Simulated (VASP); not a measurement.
# MgO (Fm-3m) in VASP: settings compared

The runs below take MgO through single point, relaxation of cell and atoms, with HSE06, PBEsol-based global hybrid with 25 % exact exchange, LDA.

Everything below comes from runs of VASP 6.6.1. Logs are shortened: lines on timing, memory, paths and dates and some standing lists are left out, and cuts for length are marked.

## (1) The cell of the first run

It takes space group Fm-3m (No. 225, cubic). Conventional cell: a = 4.201 Å, b = 4.201 Å, c = 4.201 Å, α = 90.00°, β = 90.00°, γ = 90.00°. Mg (site symmetry m-3m) has 6 O at 2.10 Å within 2.8 Å. O (site symmetry m-3m) has 6 Mg at 2.10 Å within 2.8 Å.

## (2) Single point, HSE06

POSCAR

```
MgO
1.0
    0.0000000000      2.1005484170      2.1005484170
    2.1005484170      0.0000000000      2.1005484170
    2.1005484170      2.1005484170      0.0000000000
Mg O
1 1
Direct
    0.0000000000      0.0000000000      0.0000000000
    0.5000000000      0.5000000000      0.5000000000
```

INCAR.step1

```
PREC     = Accurate       # precision mode
ENCUT    = 520            # plane-wave cutoff, eV
EDIFF    = 1E-5           # SCF threshold, eV
ISMEAR   = -1             # smearing method
SIGMA    = 0.05           # smearing width, eV
LREAL    = F              # projectors in reciprocal space
LASPH    = T              # aspherical terms in the spheres
NELM     = 80             # most SCF steps
ALGO     = Normal         # electronic algorithm
ISIF     = 2              # what is computed and relaxed
LWAVE    = T              # write WAVECAR
LCHARG   = F              # write CHGCAR
GGA      = PE             # functional
NBANDS   = 11             # bands
```

INCAR.step2

```
PREC     = Accurate       # precision mode
ENCUT    = 520            # plane-wave cutoff, eV
EDIFF    = 1E-7           # SCF threshold, eV
ISMEAR   = -1             # smearing method
SIGMA    = 0.05           # smearing width, eV
LREAL    = F              # projectors in reciprocal space
LASPH    = T              # aspherical terms in the spheres
NELM     = 80             # most SCF steps
ALGO     = Normal         # electronic algorithm
ISIF     = 2              # what is computed and relaxed
LWAVE    = F              # write WAVECAR
LCHARG   = F              # write CHGCAR
GGA      = PE             # functional
LHFCALC  = T              # exact exchange
HFSCREEN = 0.2079         # screening, 1/A
PRECFOCK = Normal       
ISTART   = 1            
NBANDS   = 11             # bands
```

KPOINTS

```
Automatic mesh
0
Gamma
  6 6 6
```

Potentials or basis: VASP PAW PBE potentials, release 64 (Mg, O).

Run with:

```console
> cat potpaw_PBE.64/Mg/POTCAR potpaw_PBE.64/O/POTCAR > POTCAR
> cp INCAR.step1 INCAR
> mpirun -np 1 vasp_std > vasp.out
> cp INCAR.step2 INCAR
> mpirun -np 1 vasp_std > vasp.out
```

OUTCAR:

```text
PREC = Accurate
   ENCUT = 520
   EDIFF = 1E-7
   ISMEAR = -1
   LREAL = F
   LASPH = T
   NELM = 80
   ISIF = 2
   GGA = PE
   LHFCALC = T
   HFSCREEN = 0.2079
   PRECFOCK = Normal
   ISTART = 1

 ion  position               nearest neighbor table
   1  0.000  0.000  0.000-   2 2.10   2 2.10   2 2.10   2 2.10   2 2.10   2 2.10
   2  0.500  0.500  0.500-   1 2.10   1 2.10   1 2.10   1 2.10   1 2.10   1 2.10

  LATTYP: Found a face centered cubic cell.
 ALAT       =     4.2010968340

  Lattice vectors:

 A1 = (   0.0000000000,   2.1005484170,   2.1005484170)
 A2 = (   2.1005484170,   0.0000000000,   2.1005484170)
 A3 = (   2.1005484170,   2.1005484170,   0.0000000000)

Analysis of symmetry for initial positions (statically):
=====================================================================
 Subroutine PRICEL returns:
 Original cell was already a primitive cell.

 Routine SETGRP: Setting up the symmetry group for a
 face centered cubic supercell.

 Subroutine GETGRP returns: Found 48 space group operations
 (whereof 48 operations were pure point group operations)
 out of a pool of 48 trial point group operations.

The static configuration has the point symmetry O_h .

Analysis of symmetry for dynamics (positions and initial velocities):
=====================================================================
 Subroutine PRICEL returns:
 Original cell was already a primitive cell.

 Routine SETGRP: Setting up the symmetry group for a
 face centered cubic supercell.

 Subroutine GETGRP returns: Found 48 space group operations
 (whereof 48 operations were pure point group operations)
 out of a pool of 48 trial point group operations.

The dynamic configuration has the point symmetry O_h .

 Subroutine INISYM returns: Found 48 space group operations
 (whereof 48 operations are pure point group operations),
 and found     1 'primitive' translations

----------------------------------------------------------------------------------------

                                     Primitive cell

  volume of cell :      18.5365

  direct lattice vectors                    reciprocal lattice vectors
     0.000000000  2.100548417  2.100548417    -0.238033076  0.238033076  0.238033076
     2.100548417  0.000000000  2.100548417     0.238033076 -0.238033076  0.238033076
     2.100548417  2.100548417  0.000000000     0.238033076  0.238033076 -0.238033076

  length of vectors
     2.970624060  2.970624060  2.970624060     0.412285381  0.412285381  0.412285381

  position of ions in fractional coordinates (direct lattice)
     0.000000000  0.000000000  0.000000000
     0.500000000  0.500000000  0.500000000

  ion indices of the primitive-cell ions
   primitive index   ion index
                 1           1
                 2           2

----------------------------------------------------------------------------------------

 KPOINTS: Automatic mesh

Automatic generation of k-mesh.
 Grid dimensions read from file:
 generate k-points for:    6    6    6

 Generating k-lattice:

  Cartesian coordinates                     Fractional coordinates (reciprocal lattice)
    -0.039672179  0.039672179  0.039672179     0.166666667  0.000000000  0.000000000
     0.039672179 -0.039672179  0.039672179     0.000000000  0.166666667  0.000000000
     0.039672179  0.039672179 -0.039672179     0.000000000  0.000000000  0.166666667

  Length of vectors
     0.068714230  0.068714230  0.068714230

  Shift w.r.t. Gamma in fractional coordinates (k-lattice)
     0.000000000  0.000000000  0.000000000

 Subroutine IBZKPT returns following result:
 ===========================================

 Found     16 irreducible k-points:

 Following reciprocal coordinates:
            Coordinates               Weight
  0.000000  0.000000  0.000000      1.000000
  0.166667  0.000000  0.000000      8.000000
  0.333333  0.000000  0.000000      8.000000
  0.500000  0.000000  0.000000      4.000000
  0.166667  0.166667  0.000000      6.000000
  0.333333  0.166667  0.000000     24.000000
[... 8 lines left out ...]
 -0.333333  0.333333  0.166667     24.000000
 -0.333333  0.500000  0.166667     12.000000
   k-points           NKPTS =     16   k-points in BZ     NKDIM =    216   number of bands    NBANDS=     11
   number of dos      NEDOS =    301   number of ions     NIONS =      2
   total plane-waves  NPLWV =  13824
   dimension x,y,z NGX =    24 NGY =   24 NGZ =   24
   dimension x,y,z NGXF=    48 NGYF=   48 NGZF=   48
   ions per type =               1   1
   NGX,Y,Z   is equivalent  to a cutoff of  13.43, 13.43, 13.43 a.u.
   NGXF,Y,Z  is equivalent  to a cutoff of  26.86, 26.86, 26.86 a.u.
 SYSTEM =  unknown system
   PREC   = accura    normal or accurate (medium, high low for compatibility)
   ISTART =      1    job   : 0-new  1-cont  2-samecut
   ICHARG =      0    charge: 1-file 2-atom 10-const
   ISPIN  =      1    spin polarized calculation?
   LNONCOLLINEAR =      F non collinear calculations
   LSORBIT =      F    spin-orbit coupling
   LASPH  =      T    aspherical Exc in radial PAW
   ENCUT  =  520.0 eV  38.22 Ry    6.18 a.u.   5.52  5.52  5.52*2*pi/ulx,y,z
   NELM   =     80;   NELMIN=  2; NELMDL=  0     # of ELM steps
   EDIFF  = 0.1E-06   stopping-criterion for ELM
   LREAL  =      F    real-space projection
   EDIFFG = 0.1E-05   stopping-criterion for IOM
   NSW    =      0    number of steps for IOM
   IBRION =     -1    ionic relax: 0-MD 1-quasi-New 2-CG
   NFREE  =      0    steps in history (QN), initial steepest desc. (CG)
   ISIF   =      2    stress and relaxation
   ISYM   =      3    0-nonsym 1-usesym 2-fastsym
   POTIM  = 0.5000    time-step for ionic-motion
   TEBEG  =    0.0;   TEEND  =   0.0 temperature during run
   PSTRESS=    0.0 pullay stress
   NELECT =       8.0000    total number of electrons
   NUPDOWN=      -1.0000    fix difference up-down
   EMIN   =  10.00;   EMAX   =-10.00  energy-range for DOS
   EFERMI =   0.00;   METHOD = LEGACY
   ISMEAR =    -1;   SIGMA  =   0.05  broadening in eV -4-tet -1-fermi 0-gaus
   EFERMI_NEDOS =   21; number of points for ismear=-14 and -15
   IALGO  =     38    algorithm
   IMIX   =      1    mixing-type and parameters
     AMIX     =   0.40;   BMIX     =  1.00
     AMIX_MAG =   1.60;   BMIX_MAG =  1.00
  volume/ion in A,a.u.               =       9.27        62.55
  Fermi-wavevector in a.u.,A,eV,Ry     =   1.237168  2.337909 20.824880  1.530586
  Thomas-Fermi vector in A             =   2.371747
   LORBIT       =      0    0 simple, 1 ext, 2 COOP (PROOUT), +10 PAW based schemes
   GGA     = PE    functional components
   LHFCALC =     T    Hartree Fock is set to
   PRECFOCK=normal    Normal, Fast or Accurate (Low or Medium for compatibility)
   ENCUT4O =  -1.0   cutoff for four orbital integrals eV
   NKREDX  =     1    reduce k-point grid by
   NKREDY  =     1    reduce k-point grid by
   NKREDZ  =     1    reduce k-point grid by
   AEXX    =    0.2500 exact exchange contribution
   HFSCREEN=    0.2079 screening length (either q_TF or 0.3 A-1)
   HFSCREENC=   0.2079 screening length for correlation (either q_TF or 0.3 A-1)
   ENCUTFOCK=  -1.0 apply spherical cutoff to Coloumb kernel
   IVDW    =     0    specifies the selected vdW correction
   LEPSILON=     F    determine dielectric tensor
   LRPA    =     F    only Hartree local field effects (RPA)
 non-spin polarized calculation
  energy-cutoff  :      520.00
  volume of cell :       18.54
 maximum number of plane-waves:       531
 NGX is ok and might be reduce to    24
  NGX = 18; NGY = 18; NGZ = 18

 number of electron       8.0000004 magnetization

 Free energy of the ion-electron system (eV)
  ---------------------------------------------------
  ext. energy  EPLUGINS =         0.00000000
  ---------------------------------------------------
  free energy    TOTEN  =       -14.21012929 eV

  energy without entropy =      -14.21012929  energy(sigma->0) =      -14.21012929

 E-fermi :   3.0269     XC(G=0):  -9.1257

 val. band max:        1.9974062406   @ k =   0.0000   0.0000   0.0000
 cond. band min:       8.5188294776   @ k =   0.0000   0.0000   0.0000
 fundamental gap:      6.5214232369
 Fermi energy:         3.0268917355

 k-point     1 :       0.0000    0.0000    0.0000
  band No.  band energies     occupation
      1     -16.8670      2.00000
      2       1.9974      2.00000
      3       1.9974      2.00000
      4       1.9974      2.00000
      5       8.5188      0.00000
      6      19.7964      0.00000
      7      19.7964      0.00000
      8      19.7964      0.00000
      9      23.7466      0.00000
     10      25.6881      0.00000
     11      25.6881      0.00000

 k-point     2 :       0.1667    0.0000    0.0000
  band No.  band energies     occupation
      1     -16.5653      2.00000
      2       0.4254      2.00000
      3       1.8052      2.00000
      4       1.8052      2.00000
      5       9.9840      0.00000
      6      17.4423      0.00000
      7      20.4133      0.00000
      8      20.4133      0.00000
      9      24.4143      0.00000
     10      24.4143      0.00000
     11      26.5716      0.00000

 k-point     3 :       0.3333    0.0000    0.0000
  band No.  band energies     occupation
      1     -15.8881      2.00000
      2      -1.9300      2.00000
      3       1.4453      2.00000
      4       1.4453      2.00000
      5      11.5384      0.00000
      6      16.4789      0.00000
      7      20.6671      0.00000
      8      20.6671      0.00000
      9      25.1772      0.00000
     10      25.1772      0.00000
     11      25.7397      0.00000
[... 155 lines left out ...]
 k-point    15 :      -0.3333    0.3333    0.1667
  band No.  band energies     occupation
      1     -15.2540      2.00000
      2      -1.8649      2.00000
      3      -0.6649      2.00000
      4       0.6178      2.00000
      5      14.5635      0.00000
      6      16.0901      0.00000
      7      16.8371      0.00000
      8      20.7505      0.00000
      9      25.0445      0.00000
     10      26.3894      0.00000
     11      32.2906      0.00000

 k-point    16 :      -0.3333    0.5000    0.1667
  band No.  band energies     occupation
      1     -15.1806      2.00000
      2      -1.8481      2.00000
      3      -0.4279      2.00000
      4       0.1898      2.00000
      5      14.4474      0.00000
      6      15.4731      0.00000
      7      16.6955      0.00000
      8      20.7963      0.00000
      9      24.6371      0.00000
     10      28.9929      0.00000
     11      30.6988      0.00000

------------------------ aborting loop because EDIFF is reached ----------------------------------------

  FORCE on cell =-STRESS in cart. coord.  units (eV):
  Direction    XX          YY          ZZ          XY          YZ          ZX
  --------------------------------------------------------------------------------------
  -------------------------------------------------------------------------------------
  Total       -0.0291593     -0.0291593     -0.0291593     -0.0000000      0.0000000     -0.0000000
  in kB       -2.5203421     -2.5203421     -2.5203421     -0.0000000      0.0000000     -0.0000000
  external PRESSURE =      -2.5203421 kB  Pullay stress =       0.0000000 kB

 VOLUME and BASIS-vectors are now :
 -----------------------------------------------------------------------------
  energy-cutoff  :      520.00
  volume of cell :       18.54
      direct lattice vectors                 reciprocal lattice vectors
     0.000000000  2.100548417  2.100548417    -0.238033076  0.238033076  0.238033076
     2.100548417  0.000000000  2.100548417     0.238033076 -0.238033076  0.238033076
     2.100548417  2.100548417  0.000000000     0.238033076  0.238033076 -0.238033076

 POSITION                                       TOTAL-FORCE (eV/Angst)
 -----------------------------------------------------------------------------------
      0.00000      0.00000      0.00000        -0.000000      0.000000     -0.000000
      2.10055      2.10055      2.10055         0.000000     -0.000000      0.000000
 -----------------------------------------------------------------------------------
    total drift:                               -0.000265     -0.000319     -0.000329

  FREE ENERGIE OF THE ION-ELECTRON SYSTEM (eV)
  ---------------------------------------------------
  free  energy   TOTEN  =       -14.2101292896 eV

  energy  without entropy=      -14.2101292896  energy(sigma->0) =      -14.21012929
```

Run time: 9 min. Hardware: 1 thread of Intel Xeon Platinum 8259CL at 2.50GHz (Skylake/Cascade Lake), shared host; peak memory 0.25 GiB.

Results:

- Free energy: -14.2101 eV
- Pressure: -0.3 GPa
- Band gap on the k mesh: 6.52 eV

Caveat: the k points lie up to 0.43 Å⁻¹ apart; the PAW data sets were made with another functional, which shifts forces and pressure a little.

## (3) Relaxation of cell and atoms, HSE06

This run uses another cell than the first one, of 9.22 Å³/atom.

POSCAR

```
MgO
1.0
    0.0000000000      2.0970013927      2.0970013927
    2.0970013927      0.0000000000      2.0970013927
    2.0970013927      2.0970013927      0.0000000000
Mg O
1 1
Direct
    0.0000000000      0.0000000000      0.0000000000
    0.5000000000      0.5000000000      0.5000000000
```

INCAR.step1

```
SYSTEM = MgO
PREC = Accurate
ENCUT = 600
EDIFF = 1E-5
ISMEAR = -1
SIGMA = 0.05
LREAL = .False.
LASPH = .True.
NELM = 100
ALGO = Normal
LWAVE = .True.
LCHARG = .False.
GGA = PE
NBANDS = 11
```

INCAR.step2

```
SYSTEM = MgO
PREC = Accurate
ENCUT = 600
EDIFF = 1E-6
ISMEAR = -1
SIGMA = 0.05
LREAL = .False.
LASPH = .True.
NELM = 100
ALGO = Normal
ISIF = 3
LWAVE = .False.
LCHARG = .False.
GGA = PE
LHFCALC = .True.
HFSCREEN = 0.2079
PRECFOCK = Normal
IBRION = 2
NSW = 60
EDIFFG = -0.01
ISTART = 1
```

KPOINTS

```
Automatic mesh
0
Gamma
  6 6 6
  0 0 0
```

Potentials or basis: VASP PAW PBE potentials, release 64 (Mg, O).

Run with:

```console
> cat potpaw_PBE.64/Mg/POTCAR potpaw_PBE.64/O/POTCAR > POTCAR
> cp INCAR.step1 INCAR
> mpirun -np 1 vasp_std > vasp.out
> cp INCAR.step2 INCAR
> mpirun -np 1 vasp_std > vasp.out
```

Run time: 9.7 min. Hardware: 1 thread of Intel Xeon Platinum 8259CL at 2.50GHz (Skylake/Cascade Lake), shared host; peak memory 0.26 GiB.

Results (log left out):

```
Free energy                           : -14.2137 eV
Relaxed volume                        : 9.25 Å³/atom
Relaxed cell                          : a = 2.968 Å, b = 2.968 Å, c = 2.968 Å, α = 60.00°, β = 60.00°, γ = 60.00°
Space group after relaxing (to 0.1 Å) : Fm-3m (No. 225)
Energy gained by relaxing             : 0.0 meV/atom
Ionic steps                           : 2
Pressure after relaxing               : -0.1 GPa
Band gap on the k mesh                : 6.55 eV
```

Final structure:
```
CELL_PARAMETERS angstrom
0.00000 2.09888 2.09888
2.09888 0.00000 2.09888
2.09888 2.09888 0.00000
ATOMIC_POSITIONS crystal
Mg 0.00000 0.00000 0.00000
O 0.50000 0.50000 0.50000
```

Levels at points of the mesh, in eV from the valence-band top:
```
           k point  band 1  band 2  band 3  band 4  band 5  band 6  band 7  band 8
(0.00, 0.00, 0.00)  -18.88    0.00    0.00    0.00    6.55   17.82   17.82   17.82
(0.50, 0.00, 0.00)  -17.50   -4.98   -0.72   -0.72    9.74   14.99   18.43   18.43
(0.50, 0.50, 0.00)  -17.23   -4.43   -1.48   -1.48   10.87   11.97   15.47   21.53
```

Caveat: the k points lie up to 0.43 Å⁻¹ apart in the final cell; the PAW data sets were made with another functional, which shifts forces and pressure a little.

## (4) Relaxation of cell and atoms, HSE06

This run uses another cell than the first one, of 9.22 Å³/atom.

POSCAR is that of step 3.

INCAR.step1

```
SYSTEM = MgO
ISMEAR = 0 ; SIGMA = 0.03
LWAVE = .TRUE. ; LCHARG = .FALSE.
PREC = Accurate ; LASPH = .TRUE.
LREAL = .FALSE. ; ALGO = Normal
EDIFF = 1E-5 ; NELM = 120
GGA_COMPAT = .FALSE. ; ISIF = 2
ENCUT = 600 ; EFERMI = MIDGAP
GGA = PE ; KPAR = 4
```

INCAR.step2

```
SYSTEM = MgO
GGA = PE ; LHFCALC = .TRUE.
HFSCREEN = 0.2 ; ISMEAR = 0
SIGMA = 0.03 ; LWAVE = .TRUE.
LCHARG = .FALSE. ; NSW = 80
PREC = Accurate ; LASPH = .TRUE.
LREAL = .FALSE. ; ALGO = Normal
EDIFF = 1E-7 ; NELM = 120
GGA_COMPAT = .FALSE. ; IBRION = 2
ISIF = 3 ; EDIFFG = -0.005
NELMIN = 4 ; ENCUT = 600
EFERMI = MIDGAP ; PRECFOCK = Normal
KPAR = 4
```

INCAR.step4

```
SYSTEM = MgO
GGA = PE ; LHFCALC = .TRUE.
HFSCREEN = 0.2 ; ISMEAR = 0
SIGMA = 0.03 ; LWAVE = .FALSE.
LCHARG = .FALSE. ; PREC = Accurate
LASPH = .TRUE. ; LREAL = .FALSE.
ALGO = Normal ; EDIFF = 1E-7
NELM = 120 ; GGA_COMPAT = .FALSE.
ISIF = 2 ; ENCUT = 600
EFERMI = MIDGAP ; PRECFOCK = Normal
KPAR = 4
```

KPOINTS is that of step 3.

Run with:

```console
> cat potpaw_PBE.64/Mg/POTCAR potpaw_PBE.64/O/POTCAR > POTCAR
> cp INCAR.step1 INCAR
> cp POSCAR.step1 POSCAR
> mpirun -np 4 vasp_std > vasp.out
> cp INCAR.step2 INCAR
> mpirun -np 4 vasp_std > vasp.out
> cp CONTCAR POSCAR
> mpirun -np 4 vasp_std > vasp.out
> cp CONTCAR POSCAR
> cp INCAR.step4 INCAR
> mpirun -np 4 vasp_std > vasp.out
```

Wall time 6.1 min (4 MPI ranks of Intel Xeon Platinum 8488C (Sapphire Rapids), shared host); peak memory 0.23 GiB.

The run converged. Its results:

```yaml
Free_energy: -14.2350 eV
Relaxed_volume: 9.24 Å³/atom
Relaxed_cell: a = 2.967 Å, b = 2.967 Å, c = 2.967 Å, α = 60.00°, β = 60.00°, γ = 60.00°
Space_group_after_relaxing_to_0.1_Å: Fm-3m (No. 225)
Energy_gained_by_relaxing: 0.0 meV/atom
Ionic_steps: 4
Pressure_after_relaxing: 0.0 GPa
Band_gap_on_the_k_mesh: 6.58 eV
```

Final structure:
```xyz
2
Lattice="0.0000 2.0983 2.0983 2.0983 0.0000 2.0983 2.0983 2.0983 0.0000" Properties=species:S:1:pos:R:3 pbc="T T T"
Mg    0.0000    0.0000    0.0000
O     2.0983    2.0983    2.0983
```

Levels at points of the mesh, in eV from the valence-band top:
| k point | band 1 | band 2 | band 3 | band 4 | band 5 | band 6 | band 7 | band 8 |
| --- | --- | --- | --- | --- | --- | --- | --- | --- |
| (0.00, 0.00, 0.00) | -18.88 | 0.00 | 0.00 | 0.00 | 6.58 | 17.85 | 17.85 | 17.85 |
| (0.50, 0.00, 0.00) | -17.51 | -4.98 | -0.73 | -0.73 | 9.77 | 15.02 | 18.47 | 18.47 |
| (0.50, 0.50, 0.00) | -17.23 | -4.43 | -1.49 | -1.49 | 10.90 | 12.00 | 15.51 | 21.57 |

Caveat: the k points lie up to 0.43 Å⁻¹ apart in the final cell; the PAW data sets were made with another functional, which shifts forces and pressure a little.

(Continued in part 2 of 2.)
